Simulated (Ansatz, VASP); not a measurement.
# Two plane-wave programs on ZnO

```xyz
4
Lattice="3.2523 0.0000 0.0000 -1.6262 2.8166 0.0000 0.0000 0.0000 5.2504" Properties=species:S:1:pos:R:3 pbc="T T T"
Zn    0.0000    1.8777    2.6253
Zn    1.6262    0.9389    0.0001
O     1.6262    0.9389    1.9898
O     0.0000    1.8777    4.6150
```

Alike in both runs: functional PBE; dispersion D4; k mesh 6 × 6 × 4; no spin polarisation.

Ansatz relaxed the structure, and its values are those at the end. VASP's run is a single point on that final structure, the one shown.

|  | VASP | Ansatz |
| --- | --- | --- |
| version | VASP 6.6.1 | Ansatz 0.2.0 |
| potentials or method | VASP PAW PBE potentials, release 64 (Zn, O), cutoff 520 eV | plane waves, PAW |
| occupations | gaussian, width 0.01 eV | fixed |
| valence electrons in the cell | 36 | 36 |

Ansatz gave:

| Property | Result |
| --- | --- |
| pressure (GPa) | 0.0 |

What did VASP give for the same quantities?

Pressure (GPa): 1.0.

Ansatz's warnings: structure snapped to symmetry.
